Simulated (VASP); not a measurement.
# PbSe (sol) (Fm-3m) in VASP: further runs

The runs below take PbSe (sol) through single point, relaxation of cell and atoms, with PBEsol.

Program: VASP 6.6.1. These are calculated values, not measurements. Logs are shortened: lines on timing, memory, paths and dates and some standing lists are left out, and cuts for length are marked.

### 1 The cell of the first run

It takes space group Fm-3m (No. 225, cubic). Conventional cell: a = 6.124 Å, b = 6.124 Å, c = 6.124 Å, α = 90.00°, β = 90.00°, γ = 90.00°. Pb (site symmetry m-3m) has 6 Se at 3.06 Å within 4.0 Å. Within 4.0 Å of Se (site symmetry m-3m) lie 6 Pb at 3.06 Å.

### 2 Single point, PBEsol

File INCAR:

```
SYSTEM = PbSe
PREC = Accurate
ENCUT = 520
EDIFF = 1E-6
ISMEAR = 0
SIGMA = 0.1
LREAL = .FALSE.
LASPH = .TRUE.
NELM = 60
ALGO = Normal
ISIF = 2
LWAVE = .FALSE.
LCHARG = .TRUE.
GGA = PS
LELF = .TRUE.
LVHAR = .TRUE.
NBANDS = 17
```

File KPOINTS:

```
Automatic mesh
0
G
  6 6 6
  0 0 0
```

File POSCAR:

```
PbSe
1.0
    0.0000000000      3.0620000000      3.0620000000
    3.0620000000      0.0000000000      3.0620000000
    3.0620000000      3.0620000000      0.0000000000
Pb Se
1 1
Direct
    0.0000000000      0.0000000000      0.0000000000
    0.5000000000      0.5000000000      0.5000000000
```

Potentials or basis: VASP PAW PBE potentials, release 64 (Pb_d, Se).

The run is started by

```sh
$ cat potpaw_PBE.64/Pb_d/POTCAR potpaw_PBE.64/Se/POTCAR > POTCAR
$ mpirun -np 1 vasp_std > vasp.out
```

OUTCAR:

```text
SYSTEM = PbSe
   PREC = Accurate
   ENCUT = 520
   EDIFF = 1E-6
   ISMEAR = 0
   LREAL = .FALSE.
   LASPH = .TRUE.
   NELM = 60
   ISIF = 2
   GGA = PS

 ion  position               nearest neighbor table
   1  0.000  0.000  0.000-   2 3.06   2 3.06   2 3.06   2 3.06   2 3.06   2 3.06
   2  0.500  0.500  0.500-   1 3.06   1 3.06   1 3.06   1 3.06   1 3.06   1 3.06

  LATTYP: Found a face centered cubic cell.
 ALAT       =     6.1240000000

  Lattice vectors:

 A1 = (   0.0000000000,   3.0620000000,   3.0620000000)
 A2 = (   3.0620000000,   0.0000000000,   3.0620000000)
 A3 = (   3.0620000000,   3.0620000000,   0.0000000000)

Analysis of symmetry for initial positions (statically):
=====================================================================
 Subroutine PRICEL returns:
 Original cell was already a primitive cell.

 Routine SETGRP: Setting up the symmetry group for a
 face centered cubic supercell.

 Subroutine GETGRP returns: Found 48 space group operations
 (whereof 48 operations were pure point group operations)
 out of a pool of 48 trial point group operations.

The static configuration has the point symmetry O_h .

Analysis of symmetry for dynamics (positions and initial velocities):
=====================================================================
 Subroutine PRICEL returns:
 Original cell was already a primitive cell.

 Routine SETGRP: Setting up the symmetry group for a
 face centered cubic supercell.

 Subroutine GETGRP returns: Found 48 space group operations
 (whereof 48 operations were pure point group operations)
 out of a pool of 48 trial point group operations.

The dynamic configuration has the point symmetry O_h .

 Subroutine INISYM returns: Found 48 space group operations
 (whereof 48 operations are pure point group operations),
 and found     1 'primitive' translations

----------------------------------------------------------------------------------------

                                     Primitive cell

  volume of cell :      57.4177

  direct lattice vectors                    reciprocal lattice vectors
     0.000000000  3.062000000  3.062000000    -0.163291966  0.163291966  0.163291966
     3.062000000  0.000000000  3.062000000     0.163291966 -0.163291966  0.163291966
     3.062000000  3.062000000  0.000000000     0.163291966  0.163291966 -0.163291966

  length of vectors
     4.330321928  4.330321928  4.330321928     0.282829982  0.282829982  0.282829982

  position of ions in fractional coordinates (direct lattice)
     0.000000000  0.000000000  0.000000000
     0.500000000  0.500000000  0.500000000

  ion indices of the primitive-cell ions
   primitive index   ion index
                 1           1
                 2           2

----------------------------------------------------------------------------------------

 KPOINTS: Automatic mesh

Automatic generation of k-mesh.
 Grid dimensions read from file:
 generate k-points for:    6    6    6

 Generating k-lattice:

  Cartesian coordinates                     Fractional coordinates (reciprocal lattice)
    -0.027215328  0.027215328  0.027215328     0.166666667  0.000000000  0.000000000
     0.027215328 -0.027215328  0.027215328     0.000000000  0.166666667  0.000000000
     0.027215328  0.027215328 -0.027215328     0.000000000  0.000000000  0.166666667

  Length of vectors
     0.047138330  0.047138330  0.047138330

  Shift w.r.t. Gamma in fractional coordinates (k-lattice)
     0.000000000  0.000000000  0.000000000

 Subroutine IBZKPT returns following result:
 ===========================================

 Found     16 irreducible k-points:

 Following reciprocal coordinates:
            Coordinates               Weight
  0.000000  0.000000  0.000000      1.000000
  0.166667  0.000000  0.000000      8.000000
  0.333333  0.000000  0.000000      8.000000
  0.500000  0.000000  0.000000      4.000000
  0.166667  0.166667  0.000000      6.000000
  0.333333  0.166667  0.000000     24.000000
[... 8 lines left out ...]
 -0.333333  0.333333  0.166667     24.000000
 -0.333333  0.500000  0.166667     12.000000
   k-points           NKPTS =     16   k-points in BZ     NKDIM =     16   number of bands    NBANDS=     17
   number of dos      NEDOS =    301   number of ions     NIONS =      2
   total plane-waves  NPLWV =  32768
   dimension x,y,z NGX =    32 NGY =   32 NGZ =   32
   dimension x,y,z NGXF=    64 NGYF=   64 NGZF=   64
   ions per type =               1   1
   NGX,Y,Z   is equivalent  to a cutoff of  12.29, 12.29, 12.29 a.u.
   NGXF,Y,Z  is equivalent  to a cutoff of  24.57, 24.57, 24.57 a.u.
 SYSTEM =  PbSe
   PREC   = accura    normal or accurate (medium, high low for compatibility)
   ISTART =      0    job   : 0-new  1-cont  2-samecut
   ICHARG =      2    charge: 1-file 2-atom 10-const
   ISPIN  =      1    spin polarized calculation?
   LNONCOLLINEAR =      F non collinear calculations
   LSORBIT =      F    spin-orbit coupling
   LASPH  =      T    aspherical Exc in radial PAW
   ENCUT  =  520.0 eV  38.22 Ry    6.18 a.u.   8.05  8.05  8.05*2*pi/ulx,y,z
   NELM   =     60;   NELMIN=  2; NELMDL= -5     # of ELM steps
   EDIFF  = 0.1E-05   stopping-criterion for ELM
   LREAL  =      F    real-space projection
   EDIFFG = 0.1E-04   stopping-criterion for IOM
   NSW    =      0    number of steps for IOM
   IBRION =     -1    ionic relax: 0-MD 1-quasi-New 2-CG
   NFREE  =      0    steps in history (QN), initial steepest desc. (CG)
   ISIF   =      2    stress and relaxation
   ISYM   =      2    0-nonsym 1-usesym 2-fastsym
   POTIM  = 0.5000    time-step for ionic-motion
   TEBEG  =    0.0;   TEEND  =   0.0 temperature during run
   PSTRESS=    0.0 pullay stress
   NELECT =      20.0000    total number of electrons
   NUPDOWN=      -1.0000    fix difference up-down
   EMIN   =  10.00;   EMAX   =-10.00  energy-range for DOS
   EFERMI =   0.00;   METHOD = LEGACY
   ISMEAR =     0;   SIGMA  =   0.10  broadening in eV -4-tet -1-fermi 0-gaus
   EFERMI_NEDOS =   21; number of points for ismear=-14 and -15
   IALGO  =     38    algorithm
   IMIX   =      4    mixing-type and parameters
     AMIX     =   0.40;   BMIX     =  1.00
     AMIX_MAG =   1.60;   BMIX_MAG =  1.00
  volume/ion in A,a.u.               =      28.71       193.74
  Fermi-wavevector in a.u.,A,eV,Ry     =   1.151869  2.176716 18.052230  1.326802
  Thomas-Fermi vector in A             =   2.288524
   LORBIT       =      0    0 simple, 1 ext, 2 COOP (PROOUT), +10 PAW based schemes
   GGA     = PS    functional components
   LHFCALC =     F    Hartree Fock is set to
   AEXX    =    0.0000 exact exchange contribution
   IVDW    =     0    specifies the selected vdW correction
   LEPSILON=     F    determine dielectric tensor
   LRPA    =     F    only Hartree local field effects (RPA)
 non-spin polarized calculation
 Gauss-broadening in eV      SIGMA  =   0.10
  energy-cutoff  :      520.00
  volume of cell :       57.42
 maximum number of plane-waves:      1572
   NGX = 17   NGY = 17   NGZ = 17

 number of electron      20.0000000 magnetization

 Free energy of the ion-electron system (eV)
  ---------------------------------------------------
  ext. energy  EPLUGINS =         0.00000000
  ---------------------------------------------------
  free energy    TOTEN  =        -8.92027794 eV

  energy without entropy =       -8.91957880  energy(sigma->0) =       -8.91992837

 E-fermi :   4.9935     XC(G=0):  -9.7146

 val. band max:        4.8889123030   @ k =   0.5000   0.0000   0.0000
 cond. band min:       5.0981846154   @ k =   0.5000   0.0000   0.0000
 fundamental gap:      0.2092723123
 Fermi energy:         4.9935484587

 k-point     1 :       0.0000    0.0000    0.0000
  band No.  band energies     occupation
      1     -11.8492      2.00000
      2     -11.8492      2.00000
      3     -11.8492      2.00000
      4     -11.8477      2.00000
      5     -11.8477      2.00000
      6      -8.7054      2.00000
[... 9 lines left out ...]
     16      11.3442      0.00000
     17      12.8988      0.00000

 k-point     2 :       0.1667    0.0000    0.0000
  band No.  band energies     occupation
      1     -11.8543      2.00000
      2     -11.8543      2.00000
      3     -11.8483      2.00000
      4     -11.8406      2.00000
      5     -11.8406      2.00000
      6      -8.4974      2.00000
[... 9 lines left out ...]
     16      11.9255      0.00000
     17      14.6494      0.00000

 k-point     3 :       0.3333    0.0000    0.0000
  band No.  band energies     occupation
      1     -11.8666      2.00000
      2     -11.8666      2.00000
      3     -11.8470      2.00000
      4     -11.8238      2.00000
      5     -11.8238      2.00000
      6      -7.9807      2.00000
[... 9 lines left out ...]
     16      13.3856      0.00000
     17      16.5927      0.00000

 k-point     4 :       0.5000    0.0000    0.0000
  band No.  band energies     occupation
      1     -11.8728      2.00000
      2     -11.8727      2.00000
      3     -11.8464      2.00000
      4     -11.8154      2.00000
      5     -11.8154      2.00000
      6      -7.6328      2.00000
[... 9 lines left out ...]
     16      15.0188      0.00000
     17      15.0188      0.00000

 k-point     5 :       0.1667    0.1667    0.0000
  band No.  band energies     occupation
      1     -11.8676      2.00000
      2     -11.8539      2.00000
      3     -11.8429      2.00000
      4     -11.8384      2.00000
      5     -11.8384      2.00000
      6      -8.4227      2.00000
[... 9 lines left out ...]
     16      12.9697      0.00000
     17      13.7506      0.00000

 k-point     6 :       0.3333    0.1667    0.0000
  band No.  band energies     occupation
      1     -11.8893      2.00000
      2     -11.8528      2.00000
      3     -11.8496      2.00000
      4     -11.8286      2.00000
      5     -11.8214      2.00000
      6      -7.9957      2.00000
[... 9 lines left out ...]
     16      14.2989      0.00000
     17      15.6988      0.00000

 k-point     7 :       0.5000    0.1667    0.0000
  band No.  band energies     occupation
      1     -11.8966      2.00000
      2     -11.8608      2.00000
      3     -11.8441      2.00000
      4     -11.8241      2.00000
      5     -11.8135      2.00000
      6      -7.5483      2.00000
[... 9 lines left out ...]
     16      15.2493      0.00000
     17      15.5720      0.00000

 k-point     8 :      -0.3333    0.1667    0.0000
  band No.  band energies     occupation
      1     -11.8836      2.00000
      2     -11.8654      2.00000
      3     -11.8413      2.00000
      4     -11.8237      2.00000
      5     -11.8225      2.00000
      6      -7.6692      2.00000
[... 9 lines left out ...]
     16      14.5119      0.00000
     17      15.8789      0.00000

 k-point     9 :      -0.1667    0.1667    0.0000
  band No.  band energies     occupation
      1     -11.8628      2.00000
      2     -11.8611      2.00000
      3     -11.8467      2.00000
      4     -11.8371      2.00000
      5     -11.8283      2.00000
      6      -8.1766      2.00000
[... 9 lines left out ...]
     16      13.7191      0.00000
     17      14.4237      0.00000

 k-point    10 :       0.3333    0.3333    0.0000
  band No.  band energies     occupation
      1     -11.9346      2.00000
      2     -11.8632      2.00000
      3     -11.8332      2.00000
      4     -11.8156      2.00000
      5     -11.8156      2.00000
      6      -7.7089      2.00000
[... 9 lines left out ...]
     16      15.1335      0.00000
     17      16.0278      0.00000

 k-point    11 :       0.5000    0.3333    0.0000
  band No.  band energies     occupation
      1     -11.9511      2.00000
      2     -11.8591      2.00000
      3     -11.8380      2.00000
      4     -11.8124      2.00000
      5     -11.8082      2.00000
      6      -7.3620      2.00000
[... 9 lines left out ...]
     16      16.0319      0.00000
     17      16.7483      0.00000

 k-point    12 :      -0.3333    0.3333    0.0000
  band No.  band energies     occupation
      1     -11.9248      2.00000
      2     -11.8515      2.00000
      3     -11.8420      2.00000
      4     -11.8241      2.00000
      5     -11.8143      2.00000
      6      -7.3356      2.00000
[... 9 lines left out ...]
     16      14.3016      0.00000
     17      16.3649      0.00000

 k-point    13 :       0.5000    0.5000    0.0000
  band No.  band energies     occupation
      1     -11.9791      2.00000
      2     -11.8679      2.00000
      3     -11.8284      2.00000
      4     -11.8037      2.00000
      5     -11.8037      2.00000
      6      -7.2582      2.00000
[... 9 lines left out ...]
     16      16.4350      0.00000
     17      17.5223      0.00000

 k-point    14 :       0.5000    0.3333    0.1667
  band No.  band energies     occupation
      1     -11.9146      2.00000
      2     -11.8507      2.00000
      3     -11.8497      2.00000
      4     -11.8209      2.00000
      5     -11.8161      2.00000
      6      -7.5810      2.00000
[... 9 lines left out ...]
     16      15.0820      0.00000
     17      15.4222      0.00000

 k-point    15 :      -0.3333    0.3333    0.1667
  band No.  band energies     occupation
      1     -11.9239      2.00000
      2     -11.8543      2.00000
      3     -11.8363      2.00000
      4     -11.8329      2.00000
      5     -11.8094      2.00000
      6      -7.3353      2.00000
[... 9 lines left out ...]
     16      16.2327      0.00000
     17      16.2488      0.00000

 k-point    16 :      -0.3333    0.5000    0.1667
  band No.  band energies     occupation
      1     -11.9526      2.00000
      2     -11.8526      2.00000
      3     -11.8419      2.00000
      4     -11.8204      2.00000
      5     -11.8036      2.00000
      6      -7.2365      2.00000
[... 9 lines left out ...]
     16      16.5146      0.00000
     17      17.5462      0.00000

------------------------ aborting loop because EDIFF is reached ----------------------------------------

  FORCE on cell =-STRESS in cart. coord.  units (eV):
  Direction    XX          YY          ZZ          XY          YZ          ZX
  --------------------------------------------------------------------------------------
  -------------------------------------------------------------------------------------
  Total       -0.2279634     -0.2279634     -0.2279634      0.0000000      0.0000000      0.0000000
  in kB       -6.3610685     -6.3610685     -6.3610685      0.0000000      0.0000000      0.0000000
  external PRESSURE =      -6.3610685 kB  Pullay stress =       0.0000000 kB

 VOLUME and BASIS-vectors are now :
 -----------------------------------------------------------------------------
  energy-cutoff  :      520.00
  volume of cell :       57.42
      direct lattice vectors                 reciprocal lattice vectors
     0.000000000  3.062000000  3.062000000    -0.163291966  0.163291966  0.163291966
     3.062000000  0.000000000  3.062000000     0.163291966 -0.163291966  0.163291966
     3.062000000  3.062000000  0.000000000     0.163291966  0.163291966 -0.163291966

 POSITION                                       TOTAL-FORCE (eV/Angst)
 -----------------------------------------------------------------------------------
      0.00000      0.00000      0.00000         0.000000     -0.000000     -0.000000
      3.06200      3.06200      3.06200        -0.000000      0.000000      0.000000
 -----------------------------------------------------------------------------------
    total drift:                                0.000000     -0.000000     -0.000000

  FREE ENERGIE OF THE ION-ELECTRON SYSTEM (eV)
  ---------------------------------------------------
  free  energy   TOTEN  =        -8.9202779361 eV

  energy  without entropy=       -8.9195787960  energy(sigma->0) =       -8.91992837
```

It took 12 s on 1 thread of Intel Xeon Platinum 8259CL at 2.50GHz (Skylake/Cascade Lake), shared host; peak memory 0.17 GiB.

Results:

```yaml
Free_energy: -8.9203 eV
Pressure: -0.6 GPa
Band_gap_on_the_k_mesh: 0.21 eV, direct
```

Levels at points of the mesh, in eV from the valence-band top:
```
           k point  band 6  band 7  band 8  band 9  band 10  band 11  band 12  band 13  band 14  band 15
(0.00, 0.00, 0.00)  -13.59   -6.33   -1.86   -1.86    -1.86     4.68     4.68     4.68     6.46     6.46
(0.50, 0.00, 0.00)  -12.52   -8.82   -1.45   -1.45     0.00     0.21     1.66     1.66     8.41    10.09
(0.50, 0.50, 0.00)  -12.15   -7.40   -5.01   -3.24    -3.24     3.59     5.58     5.58     6.00    11.30
```

Caveat: the PAW data sets were made with another functional, which shifts forces and pressure a little; spin-orbit coupling is left out, which moves the levels of the heavy elements. A k mesh can miss the band edges.

(Part 1 of 2 ends here.)
